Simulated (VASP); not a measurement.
Write the native input for VASP 6.6.1 that does the following.

```yaml
Task: single point
Functional: PBE
Potentials_or_basis: VASP PAW PBE potentials, release 64 (Cd, Te)
Cutoff: 520 eV
k_mesh: 10 × 10 × 10
Occupations: gaussian, width 0.05 eV
Spin: no spin polarisation
Dipole_correction: no
Further_INCAR_settings: ALGO = Normal; EDIFF = 1e-06; NBANDS = 16
```

The structure of CdTe lies in POSCAR:

```
CdTe
1.0
    0.0000000000      3.2643664034      3.2643664034
    3.2643664034      0.0000000000      3.2643664034
    3.2643664034      3.2643664034      0.0000000000
Cd Te
1 1
Direct
    0.0000000000      0.0000000000      0.0000000000
    0.2500000000      0.2500000000      0.2500000000
```

These files were run (other wordings do the same):

INCAR

```
PREC = Accurate ; ENCUT = 520
EDIFF = 1E-6 ; ISMEAR = 0
SIGMA = 0.05 ; LREAL = F
LASPH = T ; NELM = 100
ALGO = Normal ; ISIF = 2
LWAVE = F ; LCHARG = T
GGA = PE ; LELF = T
LVHAR = T ; NBANDS = 16
```

KPOINTS

```
Automatic mesh
0
Gamma
  10 10 10
```

Potentials or basis: VASP PAW PBE potentials, release 64 (Cd, Te).

Launch:

```console
$ cat potpaw_PBE.64/Cd/POTCAR potpaw_PBE.64/Te/POTCAR > POTCAR
$ mpirun -np 1 vasp_std > vasp.out
```

Results of the run:

The pressure is 1.7 GPa. The band gap on the k mesh is 0.71 eV.

Caveat: spin-orbit coupling is left out, which moves the levels of the heavy elements.

It took 69 s on 1 thread of Intel Xeon 8259CL (shared host), peak memory 0.23 GiB.
